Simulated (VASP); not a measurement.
Here is a VASP 6.6.1 calculation.

File INCAR:

```
SYSTEM = Mg2Ti3O3
PREC = Accurate ; ENCUT = 840
EDIFF = 1E-6 ; ISMEAR = 0
SIGMA = 0.2 ; LREAL = .False.
LASPH = .True. ; NELM = 200
ALGO = Normal ; ISIF = 2
LWAVE = .False. ; LCHARG = .True.
ISPIN = 2 ; MAGMOM = 0 0 1 1 1 0 0 0
LORBIT = 11 ; LMAXMIX = 4
GGA = PE ; LELF = .True.
LVHAR = .True. ; NBANDS = 51
GGA_COMPAT = .False.
```

The input KPOINTS:

```
regular mesh
0
Gamma
  4 4 4
  0 0 0
```

POSCAR

```
Mg2Ti3O3
1.0
   -2.7428168087      2.7428168087      4.1127229507
    2.7428168087     -2.7428168087      4.1127229507
    2.7428168087      2.7428168087     -4.1127229507
Mg Ti O
2 3 3
Direct
    0.7068685421      0.7068685421      0.0000000000
    0.2931314579      0.2931314579      0.0000000000
    0.7500000000      0.2500000000      0.5000000000
    0.2500000000      0.7500000000      0.5000000000
    0.0000000000      0.0000000000      0.0000000000
    0.5000000000      0.5000000000      0.0000000000
    0.5000000000      0.0000000000      0.5000000000
    0.0000000000      0.5000000000      0.5000000000
```

Potentials or basis: VASP PAW PBE potentials, release 64 (Mg_sv, Ti_sv, O).

Launch:

```sh
$ cat potpaw_PBE.64/Mg_sv/POTCAR potpaw_PBE.64/Ti_sv/POTCAR potpaw_PBE.64/O/POTCAR > POTCAR
$ mpirun -np 1 vasp_std > vasp.out
```

**Question.** What does it give for the pressure?

**Answer.** 0.3 GPa.

**Question.** Estimate the band gap on the k mesh.

**Answer.** Zero (filled and empty bands overlap).

**Question.** Estimate the net moment.

**Answer.** 0.00 μB per cell.

**Question.** Estimate the largest force.

**Answer.** 0.094 eV/Å.

Stress tensor (GPa, compression positive):
```
-0.10  0.00  0.00
 0.00 -0.10  0.00
 0.00  0.00  0.97
```
